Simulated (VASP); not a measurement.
# Li in VASP: settings compared

Li is run at these levels: PBEsol-based global hybrid with 25 % exact exchange, LAK; tasks: single point, relaxation of cell and atoms.

Everything below comes from runs of VASP 6.6.1. Logs are shortened: lines on timing, memory, paths and dates and some standing lists are left out, and cuts for length are marked.

## Step 1: The cell of the first run

Symmetry: Im-3m, No. 229, cubic system. Conventional cell: a = 3.477 Å, b = 3.477 Å, c = 3.477 Å, α = 90.00°, β = 90.00°, γ = 90.00°. Within 4.0 Å of Li (site symmetry m-3m) lie 14 Li at 3.01 to 3.48 Å.

## Step 2: Single point, PBEsol-based global hybrid with 25 % exact exchange

POSCAR

```
Li
1.0
   -1.7387199993      1.7387199993      1.7387199993
    1.7387199993     -1.7387199993      1.7387199993
    1.7387199993      1.7387199993     -1.7387199993
Li
1
Direct
    0.0000000000      0.0000000000      0.0000000000
```

INCAR.step1

```
PREC = Accurate
ENCUT = 650
EDIFF = 1E-5
ISMEAR = -1
SIGMA = 0.05
LREAL = F
LASPH = T
NELM = 120
ALGO = Normal
ISIF = 2
LWAVE = T
LCHARG = F
NBANDS = 8
GGA = PE
GGA_COMPAT = F
```

INCAR.step2

```
PREC = Accurate
ENCUT = 650
EDIFF = 1E-6
ISMEAR = -1
SIGMA = 0.05
LREAL = F
LASPH = T
NELM = 120
ALGO = Normal
ISIF = 2
LWAVE = F
LCHARG = F
GGA = PS
LHFCALC = T
AEXX = 0.25
PRECFOCK = Normal
NBANDS = 8
ISTART = 1
GGA_COMPAT = F
```

KPOINTS

```
regular mesh
0
Gamma
  6 6 6
```

Potentials or basis: VASP PAW PBE potentials, release 64 (Li_sv).

Launch:

```
cat potpaw_PBE.64/Li_sv/POTCAR > POTCAR
cp INCAR.step1 INCAR
mpirun -np 1 vasp_std > vasp.out
cp INCAR.step2 INCAR
mpirun -np 1 vasp_std > vasp.out
```

OUTCAR:

```text
PREC = Accurate
   ENCUT = 650
   EDIFF = 1E-6
   ISMEAR = -1
   LREAL = F
   LASPH = T
   NELM = 120
   ISIF = 2
   GGA = PS
   LHFCALC = T
   AEXX = 0.25
   PRECFOCK = Normal
   ISTART = 1

 ion  position               nearest neighbor table
   1  0.000  0.000  0.000-

  LATTYP: Found a body centered cubic cell.
 ALAT       =     3.4774399986

  Lattice vectors:

 A1 = (  -1.7387199993,   1.7387199993,   1.7387199993)
 A2 = (   1.7387199993,  -1.7387199993,   1.7387199993)
 A3 = (   1.7387199993,   1.7387199993,  -1.7387199993)

Analysis of symmetry for initial positions (statically):
=====================================================================
 Subroutine PRICEL returns:
 Original cell was already a primitive cell.

 Routine SETGRP: Setting up the symmetry group for a
 body centered cubic supercell.

 Subroutine GETGRP returns: Found 48 space group operations
 (whereof 48 operations were pure point group operations)
 out of a pool of 48 trial point group operations.

The static configuration has the point symmetry O_h .

Analysis of symmetry for dynamics (positions and initial velocities):
=====================================================================
 Subroutine PRICEL returns:
 Original cell was already a primitive cell.

 Routine SETGRP: Setting up the symmetry group for a
 body centered cubic supercell.

 Subroutine GETGRP returns: Found 48 space group operations
 (whereof 48 operations were pure point group operations)
 out of a pool of 48 trial point group operations.

The dynamic configuration has the point symmetry O_h .

 Subroutine INISYM returns: Found 48 space group operations
 (whereof 48 operations are pure point group operations),
 and found     1 'primitive' translations

----------------------------------------------------------------------------------------

                                     Primitive cell

  volume of cell :      21.0256

  direct lattice vectors                    reciprocal lattice vectors
    -1.738719999  1.738719999  1.738719999     0.000000000  0.287567866  0.287567866
     1.738719999 -1.738719999  1.738719999     0.287567866  0.000000000  0.287567866
     1.738719999  1.738719999 -1.738719999     0.287567866  0.287567866  0.000000000

  length of vectors
     3.011551379  3.011551379  3.011551379     0.406682376  0.406682376  0.406682376

  position of ions in fractional coordinates (direct lattice)
     0.000000000  0.000000000  0.000000000

  ion indices of the primitive-cell ions
   primitive index   ion index
                 1           1

----------------------------------------------------------------------------------------

 KPOINTS: regular mesh

Automatic generation of k-mesh.
 Grid dimensions read from file:
 generate k-points for:    6    6    6

 Generating k-lattice:

  Cartesian coordinates                     Fractional coordinates (reciprocal lattice)
     0.000000000  0.047927978  0.047927978     0.166666667  0.000000000  0.000000000
     0.047927978  0.000000000  0.047927978     0.000000000  0.166666667  0.000000000
     0.047927978  0.047927978  0.000000000     0.000000000  0.000000000  0.166666667

  Length of vectors
     0.067780396  0.067780396  0.067780396

  Shift w.r.t. Gamma in fractional coordinates (k-lattice)
     0.000000000  0.000000000  0.000000000

 Subroutine IBZKPT returns following result:
 ===========================================

 Found     16 irreducible k-points:

 Following reciprocal coordinates:
            Coordinates               Weight
  0.000000  0.000000  0.000000      1.000000
  0.166667  0.000000  0.000000     12.000000
  0.333333  0.000000  0.000000     12.000000
  0.500000  0.000000  0.000000      6.000000
  0.166667  0.166667  0.000000     24.000000
  0.333333  0.166667 -0.000000     48.000000
  0.333333  0.333333  0.000000      8.000000
  0.166667  0.166667  0.166667      8.000000
  0.333333  0.166667  0.166667     12.000000
 -0.166667  0.166667  0.166667      6.000000
 -0.333333  0.333333  0.166667     24.000000
  0.500000  0.500000  0.166667     12.000000
 -0.333333  0.500000  0.166667     24.000000
 -0.333333  0.333333  0.333333      6.000000
  0.500000  0.500000  0.333333     12.000000
  0.500000  0.500000  0.500000      1.000000
   k-points           NKPTS =     16   k-points in BZ     NKDIM =    216   number of bands    NBANDS=      8
   number of dos      NEDOS =    301   number of ions     NIONS =      1
   total plane-waves  NPLWV =  21952
   dimension x,y,z NGX =    28 NGY =   28 NGZ =   28
   dimension x,y,z NGXF=    56 NGYF=   56 NGZF=   56
   ions per type =               1
   NGX,Y,Z   is equivalent  to a cutoff of  15.46, 15.46, 15.46 a.u.
   NGXF,Y,Z  is equivalent  to a cutoff of  30.91, 30.91, 30.91 a.u.
 SYSTEM =  unknown system
   PREC   = accura    normal or accurate (medium, high low for compatibility)
   ISTART =      1    job   : 0-new  1-cont  2-samecut
   ICHARG =      0    charge: 1-file 2-atom 10-const
   ISPIN  =      1    spin polarized calculation?
   LNONCOLLINEAR =      F non collinear calculations
   LSORBIT =      F    spin-orbit coupling
   LASPH  =      T    aspherical Exc in radial PAW
   ENCUT  =  650.0 eV  47.77 Ry    6.91 a.u.   6.26  6.26  6.26*2*pi/ulx,y,z
   NELM   =    120;   NELMIN=  2; NELMDL=  0     # of ELM steps
   EDIFF  = 0.1E-05   stopping-criterion for ELM
   LREAL  =      F    real-space projection
   EDIFFG = 0.1E-04   stopping-criterion for IOM
   NSW    =      0    number of steps for IOM
   IBRION =     -1    ionic relax: 0-MD 1-quasi-New 2-CG
   NFREE  =      0    steps in history (QN), initial steepest desc. (CG)
   ISIF   =      2    stress and relaxation
   ISYM   =      3    0-nonsym 1-usesym 2-fastsym
   POTIM  = 0.5000    time-step for ionic-motion
   TEBEG  =    0.0;   TEEND  =   0.0 temperature during run
   PSTRESS=    0.0 pullay stress
   NELECT =       3.0000    total number of electrons
   NUPDOWN=      -1.0000    fix difference up-down
   EMIN   =  10.00;   EMAX   =-10.00  energy-range for DOS
   EFERMI =   0.00;   METHOD = LEGACY
   ISMEAR =    -1;   SIGMA  =   0.05  broadening in eV -4-tet -1-fermi 0-gaus
   EFERMI_NEDOS =   21; number of points for ismear=-14 and -15
   IALGO  =     38    algorithm
   IMIX   =      1    mixing-type and parameters
     AMIX     =   0.40;   BMIX     =  1.00
     AMIX_MAG =   1.60;   BMIX_MAG =  1.00
  volume/ion in A,a.u.               =      21.03       141.89
  Fermi-wavevector in a.u.,A,eV,Ry     =   0.855458  1.616582  9.956869  0.731809
  Thomas-Fermi vector in A             =   1.972211
   LORBIT       =      0    0 simple, 1 ext, 2 COOP (PROOUT), +10 PAW based schemes
   GGA     = PS    functional components
   LHFCALC =     T    Hartree Fock is set to
   PRECFOCK=normal    Normal, Fast or Accurate (Low or Medium for compatibility)
   ENCUT4O =  -1.0   cutoff for four orbital integrals eV
   NKREDX  =     1    reduce k-point grid by
   NKREDY  =     1    reduce k-point grid by
   NKREDZ  =     1    reduce k-point grid by
   AEXX    =    0.2500 exact exchange contribution
   HFSCREEN=    0.0000 screening length (either q_TF or 0.3 A-1)
   HFSCREENC=   0.0000 screening length for correlation (either q_TF or 0.3 A-1)
   ENCUTFOCK=  -1.0 apply spherical cutoff to Coloumb kernel
   IVDW    =     0    specifies the selected vdW correction
   LEPSILON=     F    determine dielectric tensor
   LRPA    =     F    only Hartree local field effects (RPA)
 non-spin polarized calculation
  energy-cutoff  :      650.00
  volume of cell :       21.03
 maximum number of plane-waves:       806
 NGX is ok and might be reduce to    28
  NGX = 20; NGY = 20; NGZ = 20

 number of electron       3.0000002 magnetization

 Free energy of the ion-electron system (eV)
  ---------------------------------------------------
  ext. energy  EPLUGINS =         0.00000000
  ---------------------------------------------------
  free energy    TOTEN  =        -2.12488025 eV

  energy without entropy =       -2.10965077  energy(sigma->0) =       -2.11726551

 E-fermi :   0.6026     XC(G=0):  -5.4832

 val. band max:       -0.2508976976   @ k =   0.1667   0.1667   0.1667
 cond. band min:       0.6152054415   @ k =   0.3333   0.1667  -0.0000
 fundamental gap:      0.8661031391
 Fermi energy:         0.6026395197

 k-point     1 :       0.0000    0.0000    0.0000
  band No.  band energies     occupation
      1     -49.7222      2.00000
      2      -4.2206      2.00000
      3      15.9919      0.00000
      4      15.9919      0.00000
      5      15.9919      0.00000
      6      20.5564      0.00000
      7      20.5564      0.00000
      8      20.5564      0.00000

 k-point     2 :       0.1667    0.0000    0.0000
  band No.  band energies     occupation
      1     -49.7173      2.00000
      2      -3.5717      2.00000
      3      12.7025      0.00000
      4      14.2281      0.00000
      5      15.1440      0.00000
      6      17.6659      0.00000
      7      18.1497      0.00000
      8      20.4172      0.00000

 k-point     3 :       0.3333    0.0000    0.0000
  band No.  band energies     occupation
      1     -49.7081      2.00000
      2      -1.5814      2.00000
      3       7.5242      0.00000
      4      12.4063      0.00000
      5      13.7613      0.00000
      6      15.5907      0.00000
      7      18.0848      0.00000
      8      21.8277      0.00000

 k-point     4 :       0.5000    0.0000    0.0000
  band No.  band energies     occupation
      1     -49.7036      2.00000
      2       1.1898      0.00002
      3       4.2987      0.00000
      4      11.7650      0.00000
      5      13.2057      0.00000
      6      14.8944      0.00000
      7      18.3731      0.00000
      8      23.7888      0.00000

 k-point     5 :       0.1667    0.1667    0.0000
  band No.  band energies     occupation
      1     -49.7104      2.00000
      2      -2.2428      2.00000
      3       9.8160      0.00000
      4      10.9483      0.00000
      5      13.2938      0.00000
      6      18.0499      0.00000
      7      18.5820      0.00000
      8      21.3482      0.00000

 k-point     6 :       0.3333    0.1667   -0.0000
  band No.  band energies     occupation
      1     -49.7036      2.00000
      2       0.6152      0.87500
      3       5.5436      0.00000
      4       9.4457      0.00000
      5      12.2701      0.00000
      6      18.0707      0.00000
      7      19.4124      0.00000
      8      22.8376      0.00000

 k-point     7 :       0.3333    0.3333    0.0000
  band No.  band energies     occupation
      1     -49.7014      2.00000
      2       3.4986      0.00000
      3       3.4986      0.00000
      4       7.2952      0.00000
      5      11.9675      0.00000
      6      20.3831      0.00000
      7      20.3831      0.00000
      8      20.8573      0.00000

 k-point     8 :       0.1667    0.1667    0.1667
  band No.  band energies     occupation
      1     -49.7051      2.00000
      2      -0.2509      2.00000
      3       7.8082      0.00000
      4       7.8082      0.00000
      5      10.5764      0.00000
      6      21.3491      0.00000
      7      21.3491      0.00000
      8      25.1836      0.00000

 k-point     9 :       0.3333    0.1667    0.1667
  band No.  band energies     occupation
      1     -49.7026      2.00000
      2       2.7317      0.00000
      3       4.5163      0.00000
      4       7.1181      0.00000
      5      10.0692      0.00000
      6      22.3270      0.00000
      7      22.8126      0.00000
      8      26.0849      0.00000

 k-point    10 :      -0.1667    0.1667    0.1667
  band No.  band energies     occupation
      1     -49.7131      2.00000
      2      -2.9076      2.00000
      3      12.1542      0.00000
      4      12.1542      0.00000
      5      14.5741      0.00000
      6      14.7013      0.00000
      7      20.4332      0.00000
      8      20.4332      0.00000

 k-point    11 :      -0.3333    0.3333    0.1667
  band No.  band energies     occupation
      1     -49.7047      2.00000
      2      -0.8643      2.00000
      3       7.8615      0.00000
      4      10.2226      0.00000
      5      13.4016      0.00000
      6      15.1484      0.00000
      7      19.1006      0.00000
      8      21.3225      0.00000

 k-point    12 :       0.5000    0.5000    0.1667
  band No.  band energies     occupation
      1     -49.7008      2.00000
      2       1.9837      0.00000
      3       4.6189      0.00000
      4       9.5556      0.00000
      5      12.9733      0.00000
      6      16.7256      0.00000
      7      18.4467      0.00000
      8      19.1404      0.00000

 k-point    13 :      -0.3333    0.5000    0.1667
  band No.  band energies     occupation
      1     -49.6993      2.00000
      2       2.2105      0.00000
      3       5.6595      0.00000
      4       7.8208      0.00000
      5      14.2911      0.00000
      6      14.3659      0.00000
      7      17.5610      0.00000
      8      20.6897      0.00000

 k-point    14 :      -0.3333    0.3333    0.3333
  band No.  band energies     occupation
      1     -49.6982      2.00000
      2       1.7206      0.00000
      3       8.2526      0.00000
      4       8.2526      0.00000
      5      10.4710      0.00000
      6      13.6580      0.00000
      7      17.4204      0.00000
      8      24.3476      0.00000

 k-point    15 :       0.5000    0.5000    0.3333
  band No.  band energies     occupation
      1     -49.6952      2.00000
      2       4.2266      0.00000
      3       5.6645      0.00000
      4       7.5748      0.00000
      5      11.0638      0.00000
      6      13.0110      0.00000
      7      15.0907      0.00000
      8      24.4061      0.00000

 k-point    16 :       0.5000    0.5000    0.5000
  band No.  band energies     occupation
      1     -49.6923      2.00000
      2       6.8935      0.00000
      3       6.8935      0.00000
      4       6.8935      0.00000
      5       9.0474      0.00000
      6       9.0474      0.00000
      7      14.8463      0.00000
      8      29.7819      0.00000

------------------------ aborting loop because EDIFF is reached ----------------------------------------

  FORCE on cell =-STRESS in cart. coord.  units (eV):
  Direction    XX          YY          ZZ          XY          YZ          ZX
  --------------------------------------------------------------------------------------
  -------------------------------------------------------------------------------------
  Total       -0.0389207     -0.0389207     -0.0389207     -0.0000000     -0.0000000      0.0000000
  in kB       -2.9658061     -2.9658061     -2.9658061     -0.0000000     -0.0000000      0.0000000
  external PRESSURE =      -2.9658061 kB  Pullay stress =       0.0000000 kB

 VOLUME and BASIS-vectors are now :
 -----------------------------------------------------------------------------
  energy-cutoff  :      650.00
  volume of cell :       21.03
      direct lattice vectors                 reciprocal lattice vectors
    -1.738719999  1.738719999  1.738719999     0.000000000  0.287567866  0.287567866
     1.738719999 -1.738719999  1.738719999     0.287567866  0.000000000  0.287567866
     1.738719999  1.738719999 -1.738719999     0.287567866  0.287567866  0.000000000

 POSITION                                       TOTAL-FORCE (eV/Angst)
 -----------------------------------------------------------------------------------
      0.00000      0.00000      0.00000        -0.000000      0.000000     -0.000000
 -----------------------------------------------------------------------------------
    total drift:                                0.000000     -0.000000     -0.000000

  FREE ENERGIE OF THE ION-ELECTRON SYSTEM (eV)
  ---------------------------------------------------
  free  energy   TOTEN  =        -2.1248802482 eV

  energy  without entropy=       -2.1096507653  energy(sigma->0) =       -2.11726551
```

It took 2.6 min on 1 thread of Intel Xeon 8259CL, shared host; peak memory 0.15 GiB.

Results:

| Quantity | Value |
| --- | --- |
| Free energy | -2.1249 eV |
| Pressure | -0.3 GPa |
| Band gap on the k mesh | zero (an odd number of electrons rules out a gap without spin polarisation) |

Caveat: the k points lie up to 0.43 Å⁻¹ apart, too coarse for converged energies and pressures of a metal; the PAW data sets were made with another functional, which shifts forces and pressure a little.

[end of part 1 of 2]

The gap in the log of VASP goes by the Fermi energy; the results here count the filled bands.